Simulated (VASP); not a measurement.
Input of a VASP 6.6.1 run:

Contents of INCAR:

```
SYSTEM = ZnH2
  PREC = Accurate
  ENCUT = 1230
  EDIFF = 1E-7
  ISMEAR = 0
  SIGMA = 0.02
  LREAL = .FALSE.
  LASPH = .TRUE.
  NELM = 120
  ALGO = Normal
  ISIF = 3
  LWAVE = .FALSE.
  LCHARG = .FALSE.
  GGA = PE
  IBRION = 2
  NSW = 100
  EDIFFG = -0.01
  GGA_COMPAT = .FALSE.
  NELMIN = 4
```

File KPOINTS:

```
Automatic mesh
0
G
  8 8 6
  0 0 0
```

File POSCAR:

```
ZnH2
1.0
    2.8342199686      0.0000000000      0.0000000000
    0.0000000000      2.8342199686      0.0000000000
    0.0000000000      0.0000000000      4.6837680610
Zn H
1 2
Direct
    0.0000000000      0.0000000000      0.5000000000
    0.0000000000      0.5000000000      0.7015602930
    0.5000000000      0.0000000000      0.2984397070
```

Potentials or basis: VASP PAW PBE potentials, release 64 (Zn, H_h).

Command:

```sh
$ cat potpaw_PBE.64/Zn/POTCAR potpaw_PBE.64/H_h/POTCAR > POTCAR
$ mpirun -np 1 vasp_std > vasp.out
```

Task: Estimate the space group after relaxing (to 0.1 Å).

Result: P-4m2 (No. 115).

Task: What does it give for the relaxed volume?

Result: 14.03 Å³/atom.

Task: Predict the relaxed cell.

Result: a = 2.841 Å, b = 2.841 Å, c = 5.213 Å, α = 90.00°, β = 90.00°, γ = 90.00°.

Step by step:
| step | energy change (eV) | largest force (eV/Å) | pressure (GPa) | volume (Å³) |
| --- | --- | --- | --- | --- |
| 1 | 0.0000 | 0.0113 | 0.31 | 37.62 |
| 2 | -0.0002 | 0.0062 | 0.14 | 37.76 |
| 3 | -0.0002 | 0.0230 | -0.04 | 37.89 |
| 4 | -0.0002 | 0.0177 | 0.02 | 37.85 |
| 5 | -0.0003 | 0.0171 | 0.01 | 37.88 |
| 6 | -0.0004 | 0.0153 | 0.00 | 37.97 |
| 7 | -0.0007 | 0.0113 | -0.01 | 38.16 |
| 8 | -0.0011 | 0.0030 | 0.01 | 38.54 |
| 9 | -0.0016 | 0.0147 | 0.02 | 39.30 |
| 10 | -0.0012 | 0.0556 | 0.08 | 40.84 |
| 11 | -0.0016 | 0.0327 | 0.05 | 39.87 |
| 12 | -0.0017 | 0.0301 | 0.04 | 39.95 |
| 13 | -0.0019 | 0.0228 | -0.01 | 40.16 |
| 14 | -0.0022 | 0.0083 | -0.13 | 40.59 |
| 15 | -0.0024 | 0.0192 | -0.33 | 41.44 |
| 16 | -0.0026 | 0.0164 | -0.27 | 41.56 |
| 17 | -0.0029 | 0.0075 | -0.12 | 41.90 |
| 18 | -0.0027 | 0.0131 | 0.22 | 42.56 |
| 19 | -0.0030 | 0.0003 | -0.01 | 42.09 |
